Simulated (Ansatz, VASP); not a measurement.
**One calculation of Ta2Si, two programs**

```
CELL_PARAMETERS angstrom
-3.06838 3.06838 2.51990
3.06838 -3.06838 2.51990
3.06838 3.06838 -2.51990
ATOMIC_POSITIONS crystal
Ta 0.68467 0.85854 0.54321
Ta 0.85854 0.31533 0.17387
Ta 0.31533 0.14146 0.45679
Ta 0.14146 0.68467 0.82613
Si 0.28017 0.28017 0.00000
Si 0.71983 0.71983 0.00000
```

Change from the starting cell: mode 4 (110.0 1/cm) frozen in, largest displacement +0.188 Å.

Alike in both runs: task single point; functional PBEsol; k mesh 12 × 12 × 12; occupations gaussian, width 0.15 eV; no spin polarisation.

|  | VASP | Ansatz |
| --- | --- | --- |
| version | VASP 6.6.1 | Ansatz 0.2.0 |
| potentials or method | VASP PAW PBE potentials, release 64 (Ta_pv, Si), cutoff 520 eV | scalar-relativistic, plane waves, PAW |
| valence electrons in the cell | 52 | 60 |

```csv
,VASP,Ansatz,Ansatz less VASP
gap on the k mesh at the Fermi level (eV),none,none,-
pressure (GPa),4.1,3.8,-0.29
"traceless stress, the component that is largest in VASP (GPa)",6.61,6.63,+0.024
rms of the force components (eV/Å),1.011,1.011,-0.0008
```

VASP's potentials were made for PBE, not for PBEsol. Atom by atom the forces differ by 0.005 eV/Å (rms over components). A gap of «none» marks a metal or a gap that the smearing closes. VASP's potentials hold 52 valence electrons a cell and Ansatz's 60, so a difference there can come from the potentials and not from the codes.

Neither program's run includes spin-orbit coupling.
